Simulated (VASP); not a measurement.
Runs of VASP 6.6.1 on NiSbH. The structure is that of space group P6_3/mmc (No. 194), or close to it. The cells are those of the table. 

```csv
task,cell,k mesh,cutoff (eV),gap on the mesh (eV),pressure (GPa),relaxed volume (Å³/atom)
single point,"a = 4.292, b = 4.292, c = 4.775 Å, angles 90.0, 90.0, 120.0°, 6 atoms",6 × 6 × 4,520,none,-0.2,-
single point,"a = 4.297, b = 4.297, c = 4.781 Å, angles 90.0, 90.0, 120.0°, 6 atoms",12 × 12 × 6,520,none,-0.2,-
relaxation of cell and atoms,"relaxed from a = 3.977, b = 3.977, c = 5.156 Å, angles 90.0, 90.0, 120.0°, 6 atoms",6 × 6 × 4,600,none,0.0,(a)
relaxation of cell and atoms,"relaxed from a = 4.292, b = 4.292, c = 4.775 Å, angles 90.0, 90.0, 120.0°, 6 atoms",12 × 12 × 6,600,none,-0.1,12.74
```

Alike in all rows: level PBE; potentials or basis VASP PAW PBE potentials, release 64 (Ni, Sb, H); no spin polarisation; smearing gaussian 0.1 eV.

Problem. Estimate the missing entries.

Solution. (a) 12.67.

Caveats: spin-orbit coupling is left out, which moves the levels of the heavy elements.

A k mesh can miss the band edges, and the runs leave out spin-orbit coupling on Sb.

A gap of «none» marks levels without a gap at the run's occupations.
